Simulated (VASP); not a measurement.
# Sn (Fd-3m) in VASP: single point with LDA

Aim: the single point of Sn with LDA.

All numbers are computed with VASP 6.6.1; they aren't measurements. Logs are shortened: lines on timing, memory, paths and dates and some standing lists are left out, and cuts for length are marked.

### 1 The cell of the first run

It takes space group Fd-3m (No. 227, cubic). The conventional cell has a = 6.491 Å, b = 6.491 Å, c = 6.491 Å, α = 90.00°, β = 90.00°, γ = 90.00°. Within 3.7 Å of Sn (site symmetry -43m) lie 4 Sn at 2.81 Å.

### 2 Single point, LDA

Contents of INCAR:

```
SYSTEM = Sn
PREC = Accurate
ENCUT = 520
EDIFF = 1E-6
ISMEAR = 0
SIGMA = 0.15
LREAL = .False.
LASPH = .True.
NELM = 100
ALGO = Normal
ISIF = 2
LWAVE = .False.
LCHARG = .False.
NBANDS = 21
```

Contents of KPOINTS:

```
regular mesh
0
Gamma
  12 12 12
  0 0 0
```

Contents of POSCAR:

```
Sn
1.0
    0.0000000000      3.2456000000      3.2456000000
    3.2456000000      0.0000000000      3.2456000000
    3.2456000000      3.2456000000      0.0000000000
Sn
2
Direct
    0.5000000000      0.5000000000      0.5000000000
    0.7500000000      0.7500000000      0.7500000000
```

Potentials or basis: VASP PAW LDA potentials, release 64 (Sn_d).

On the command line:

```sh
$ cat potpaw_LDA.64/Sn_d/POTCAR > POTCAR
$ mpirun -np 1 vasp_std > vasp.out
```

OUTCAR:

```text
SYSTEM = Sn
   PREC = Accurate
   ENCUT = 520
   EDIFF = 1E-6
   ISMEAR = 0
   LREAL = .False.
   LASPH = .True.
   NELM = 100
   ISIF = 2

 ion  position               nearest neighbor table
   1  0.500  0.500  0.500-   2 2.81   2 2.81   2 2.81   2 2.81
   2  0.750  0.750  0.750-   1 2.81   1 2.81   1 2.81   1 2.81

  LATTYP: Found a face centered cubic cell.
 ALAT       =     6.4912000000

  Lattice vectors:

 A1 = (   0.0000000000,   3.2456000000,   3.2456000000)
 A2 = (   3.2456000000,   0.0000000000,   3.2456000000)
 A3 = (   3.2456000000,   3.2456000000,   0.0000000000)

Analysis of symmetry for initial positions (statically):
=====================================================================
 Subroutine PRICEL returns:
 Original cell was already a primitive cell.

 Routine SETGRP: Setting up the symmetry group for a
 face centered cubic supercell.

 Subroutine GETGRP returns: Found 48 space group operations
 (whereof 24 operations were pure point group operations)
 out of a pool of 48 trial point group operations.

The static configuration has the point symmetry T_d .
 The point group associated with its full space group is O_h .

Analysis of symmetry for dynamics (positions and initial velocities):
=====================================================================
 Subroutine PRICEL returns:
 Original cell was already a primitive cell.

 Routine SETGRP: Setting up the symmetry group for a
 face centered cubic supercell.

 Subroutine GETGRP returns: Found 48 space group operations
 (whereof 24 operations were pure point group operations)
 out of a pool of 48 trial point group operations.

The dynamic configuration has the point symmetry T_d .
 The point group associated with its full space group is O_h .

 Subroutine INISYM returns: Found 48 space group operations
 (whereof 24 operations are pure point group operations),
 and found     1 'primitive' translations

----------------------------------------------------------------------------------------

                                     Primitive cell

  volume of cell :      68.3778

  direct lattice vectors                    reciprocal lattice vectors
     0.000000000  3.245600000  3.245600000    -0.154054720  0.154054720  0.154054720
     3.245600000  0.000000000  3.245600000     0.154054720 -0.154054720  0.154054720
     3.245600000  3.245600000  0.000000000     0.154054720  0.154054720 -0.154054720

  length of vectors
     4.589971538  4.589971538  4.589971538     0.266830603  0.266830603  0.266830603

  position of ions in fractional coordinates (direct lattice)
     0.500000000  0.500000000  0.500000000
     0.750000000  0.750000000  0.750000000

  ion indices of the primitive-cell ions
   primitive index   ion index
                 1           1
                 2           2

----------------------------------------------------------------------------------------

 KPOINTS: regular mesh

Automatic generation of k-mesh.
 Grid dimensions read from file:
 generate k-points for:   12   12   12

 Generating k-lattice:

  Cartesian coordinates                     Fractional coordinates (reciprocal lattice)
    -0.012837893  0.012837893  0.012837893     0.083333333  0.000000000  0.000000000
     0.012837893 -0.012837893  0.012837893     0.000000000  0.083333333  0.000000000
     0.012837893  0.012837893 -0.012837893     0.000000000  0.000000000  0.083333333

  Length of vectors
     0.022235884  0.022235884  0.022235884

  Shift w.r.t. Gamma in fractional coordinates (k-lattice)
     0.000000000  0.000000000  0.000000000

 Subroutine IBZKPT returns following result:
 ===========================================

 Found     72 irreducible k-points:

 Following reciprocal coordinates:
            Coordinates               Weight
  0.000000  0.000000  0.000000      1.000000
  0.083333  0.000000  0.000000      8.000000
  0.166667  0.000000  0.000000      8.000000
  0.250000  0.000000  0.000000      8.000000
  0.333333  0.000000  0.000000      8.000000
  0.416667  0.000000  0.000000      8.000000
[... 16 lines left out ...]
  0.500000  0.166667  0.000000     24.000000
 -0.416667  0.166667  0.000000     24.000000
 [... further k-points ...]
   k-points           NKPTS =     72   k-points in BZ     NKDIM =     72   number of bands    NBANDS=     21
   number of dos      NEDOS =    301   number of ions     NIONS =      2
   total plane-waves  NPLWV =  46656
   dimension x,y,z NGX =    36 NGY =   36 NGZ =   36
   dimension x,y,z NGXF=    72 NGYF=   72 NGZF=   72
   ions per type =               2
   NGX,Y,Z   is equivalent  to a cutoff of  13.04, 13.04, 13.04 a.u.
   NGXF,Y,Z  is equivalent  to a cutoff of  26.08, 26.08, 26.08 a.u.
 SYSTEM =  Sn
   PREC   = accura    normal or accurate (medium, high low for compatibility)
   ISTART =      0    job   : 0-new  1-cont  2-samecut
   ICHARG =      2    charge: 1-file 2-atom 10-const
   ISPIN  =      1    spin polarized calculation?
   LNONCOLLINEAR =      F non collinear calculations
   LSORBIT =      F    spin-orbit coupling
   LASPH  =      T    aspherical Exc in radial PAW
   ENCUT  =  520.0 eV  38.22 Ry    6.18 a.u.   8.53  8.53  8.53*2*pi/ulx,y,z
   NELM   =    100;   NELMIN=  2; NELMDL= -5     # of ELM steps
   EDIFF  = 0.1E-05   stopping-criterion for ELM
   LREAL  =      F    real-space projection
   EDIFFG = 0.1E-04   stopping-criterion for IOM
   NSW    =      0    number of steps for IOM
   IBRION =     -1    ionic relax: 0-MD 1-quasi-New 2-CG
   NFREE  =      0    steps in history (QN), initial steepest desc. (CG)
   ISIF   =      2    stress and relaxation
   ISYM   =      2    0-nonsym 1-usesym 2-fastsym
   POTIM  = 0.5000    time-step for ionic-motion
   TEBEG  =    0.0;   TEEND  =   0.0 temperature during run
   PSTRESS=    0.0 pullay stress
   NELECT =      28.0000    total number of electrons
   NUPDOWN=      -1.0000    fix difference up-down
   EMIN   =  10.00;   EMAX   =-10.00  energy-range for DOS
   EFERMI =   0.00;   METHOD = LEGACY
   ISMEAR =     0;   SIGMA  =   0.15  broadening in eV -4-tet -1-fermi 0-gaus
   EFERMI_NEDOS =   21; number of points for ismear=-14 and -15
   IALGO  =     38    algorithm
   IMIX   =      4    mixing-type and parameters
     AMIX     =   0.40;   BMIX     =  1.00
     AMIX_MAG =   1.60;   BMIX_MAG =  1.00
  volume/ion in A,a.u.               =      34.19       230.72
  Fermi-wavevector in a.u.,A,eV,Ry     =   1.215689  2.297319 20.108049  1.477900
  Thomas-Fermi vector in A             =   2.351068
   LORBIT       =      0    0 simple, 1 ext, 2 COOP (PROOUT), +10 PAW based schemes
   GGA     = CA    functional components
   LHFCALC =     F    Hartree Fock is set to
   AEXX    =    0.0000 exact exchange contribution
   IVDW    =     0    specifies the selected vdW correction
   LEPSILON=     F    determine dielectric tensor
   LRPA    =     F    only Hartree local field effects (RPA)
 non-spin polarized calculation
 Gauss-broadening in eV      SIGMA  =   0.15
  energy-cutoff  :      520.00
  volume of cell :       68.38
 maximum number of plane-waves:      1868
 NGX is ok and might be reduce to    36
   NGX = 17   NGY = 17   NGZ = 17

 number of electron      28.0000001 magnetization

 Free energy of the ion-electron system (eV)
  ---------------------------------------------------
  ext. energy  EPLUGINS =         0.00000000
  ---------------------------------------------------
  free energy    TOTEN  =        -8.94288623 eV

  energy without entropy =       -8.94072737  energy(sigma->0) =       -8.94180680

 E-fermi :   5.3490     XC(G=0):  -9.1912

 val. band max:        5.3025214332   @ k =   0.0833   0.0000   0.0000
 cond. band min:       5.4289256303   @ k =   0.3333   0.0000   0.0000
 fundamental gap:      0.1264041971
 Fermi energy:         5.3489991382

 k-point     1 :       0.0000    0.0000    0.0000
  band No.  band energies     occupation
      1     -16.2544      2.00000
      2     -16.2544      2.00000
      3     -16.2544      2.00000
      4     -16.1929      2.00000
      5     -16.1929      2.00000
      6     -15.8814      2.00000
[... 13 lines left out ...]
     20      13.3961      0.00000
     21      13.3961      0.00000

 k-point     2 :       0.0833    0.0000    0.0000
  band No.  band energies     occupation
      1     -16.2600      2.00000
      2     -16.2600      2.00000
      3     -16.2527      2.00000
      4     -16.1853      2.00000
      5     -16.1853      2.00000
      6     -15.8948      2.00000
[... 13 lines left out ...]
     20      12.7400      0.00000
     21      12.7400      0.00000

 k-point     3 :       0.1667    0.0000    0.0000
  band No.  band energies     occupation
      1     -16.2707      2.00000
      2     -16.2707      2.00000
      3     -16.2480      2.00000
      4     -16.1693      2.00000
      5     -16.1693      2.00000
      6     -15.9115      2.00000
[... 13 lines left out ...]
     20      12.2863      0.00000
     21      12.2863      0.00000

 k-point     4 :       0.2500    0.0000    0.0000
  band No.  band energies     occupation
      1     -16.2801      2.00000
      2     -16.2801      2.00000
      3     -16.2413      2.00000
      4     -16.1530      2.00000
      5     -16.1530      2.00000
      6     -15.9254      2.00000
[... 13 lines left out ...]
     20      12.2528      0.00000
     21      12.2528      0.00000

 k-point     5 :       0.3333    0.0000    0.0000
  band No.  band energies     occupation
      1     -16.2865      2.00000
      2     -16.2865      2.00000
      3     -16.2344      2.00000
      4     -16.1408      2.00000
      5     -16.1408      2.00000
      6     -15.9349      2.00000
[... 13 lines left out ...]
     20      12.6980      0.00000
     21      12.6980      0.00000

 k-point     6 :       0.4167    0.0000    0.0000
  band No.  band energies     occupation
      1     -16.2899      2.00000
      2     -16.2899      2.00000
      3     -16.2292      2.00000
      4     -16.1340      2.00000
      5     -16.1340      2.00000
      6     -15.9398      2.00000
[... 13 lines left out ...]
     20      13.4971      0.00000
     21      13.4971      0.00000

 k-point     7 :       0.5000    0.0000    0.0000
  band No.  band energies     occupation
      1     -16.2909      2.00000
      2     -16.2909      2.00000
      3     -16.2272      2.00000
      4     -16.1318      2.00000
      5     -16.1318      2.00000
      6     -15.9412      2.00000
[... 13 lines left out ...]
     20      14.1249      0.00000
     21      14.1286      0.00000
[... 291 lines left out ...]
      1     -16.2826      2.00000
      2     -16.2766      2.00000
      3     -16.2527      2.00000
      4     -16.1573      2.00000
      5     -16.1215      2.00000
      6     -15.9815      2.00000
[... 13 lines left out ...]
     20      12.5478      0.00000
     21      13.5663      0.00000

 k-point    21 :       0.3333    0.1667    0.0000
  band No.  band energies     occupation
      1     -16.2968      2.00000
      2     -16.2846      2.00000
      3     -16.2356      2.00000
      4     -16.1415      2.00000
      5     -16.1052      2.00000
      6     -15.9967      2.00000
[... 13 lines left out ...]
     20      12.9626      0.00000
     21      13.7214      0.00000

 k-point    22 :       0.4167    0.1667    0.0000
  band No.  band energies     occupation
      1     -16.3077      2.00000
      2     -16.2912      2.00000
      3     -16.2168      2.00000
      4     -16.1265      2.00000
      5     -16.0981      2.00000
      6     -16.0006      2.00000
[... 13 lines left out ...]
     20      13.5853      0.00000
     21      14.2653      0.00000

 k-point    23 :       0.5000    0.1667    0.0000
  band No.  band energies     occupation
      1     -16.3139      2.00000
      2     -16.2961      2.00000
      3     -16.2012      2.00000
      4     -16.1136      2.00000
      5     -16.1023      2.00000
      6     -15.9917      2.00000
[... 13 lines left out ...]
     20      13.9741      0.00000
     21      14.2468      0.00000

 k-point    24 :      -0.4167    0.1667    0.0000
  band No.  band energies     occupation
      1     -16.3145      2.00000
      2     -16.2990      2.00000
      3     -16.1937      2.00000
      4     -16.1147      2.00000
      5     -16.1048      2.00000
      6     -15.9725      2.00000
[... 13 lines left out ...]
     20      13.2046      0.00000
     21      13.3398      0.00000

 [... further k-points ...]
[... 5 lines left out ...]
  --------------------------------------------------------------------------------------
  -------------------------------------------------------------------------------------
  Total       -0.1451165     -0.1451165     -0.1451165      0.0000000      0.0000000      0.0000000
  in kB       -3.4002614     -3.4002614     -3.4002614      0.0000000      0.0000000      0.0000000
  external PRESSURE =      -3.4002614 kB  Pullay stress =       0.0000000 kB

 VOLUME and BASIS-vectors are now :
 -----------------------------------------------------------------------------
  energy-cutoff  :      520.00
  volume of cell :       68.38
      direct lattice vectors                 reciprocal lattice vectors
     0.000000000  3.245600000  3.245600000    -0.154054720  0.154054720  0.154054720
     3.245600000  0.000000000  3.245600000     0.154054720 -0.154054720  0.154054720
     3.245600000  3.245600000  0.000000000     0.154054720  0.154054720 -0.154054720

 POSITION                                       TOTAL-FORCE (eV/Angst)
 -----------------------------------------------------------------------------------
      3.24560      3.24560      3.24560         0.000000      0.000000      0.000000
      4.86840      4.86840      4.86840        -0.000000     -0.000000     -0.000000
 -----------------------------------------------------------------------------------
    total drift:                                0.000000      0.000000      0.000000

  FREE ENERGIE OF THE ION-ELECTRON SYSTEM (eV)
  ---------------------------------------------------
  free  energy   TOTEN  =        -8.9428862335 eV

  energy  without entropy=       -8.9407273651  energy(sigma->0) =       -8.94180680
```

It took 77 s on 1 thread of AMD EPYC 7R13 (Zen 3), shared host; peak memory 0.19 GiB.

What came out:

```
Free energy            : -8.9429 eV
Pressure               : -0.3 GPa
Band gap on the k mesh : zero (band 14 reaches 5.44 eV, above the bottom of band 15 at 5.26 eV)
```

Caveat: spin-orbit coupling is left out, which moves the levels of the heavy elements.
